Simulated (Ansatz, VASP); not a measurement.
One calculation of Y, two programs

```
Y
1.0
     3.65615    0.00000    0.00000
    -1.82808    3.16632    0.00000
     0.00000    0.00000    5.68245
Y
2
Direct
  0.33333 0.66667 0.25000
  0.66667 0.33333 0.75000
```

Alike in both runs: functional PBE; k mesh 13 × 13 × 7; occupations fermi-dirac, width 0.05 eV; no spin polarisation.

Ansatz relaxed the structure, and its values are those at the end. VASP's run is a single point on that final structure, the one shown.

```csv
,VASP,Ansatz
version,VASP 6.6.1,Ansatz 0.2.0
potentials or method,"VASP PAW PBE potentials, release 64 (Y_sv)","PAW with Ansatz's default frozen-core files, scalar-relativistic"
plane-wave cutoff (eV),520,420
valence electrons in the cell,22,22
```

|  | VASP | Ansatz | Ansatz less VASP |
| --- | --- | --- | --- |
| pressure (GPa) | -0.1 | 0.0 | +0.11 |
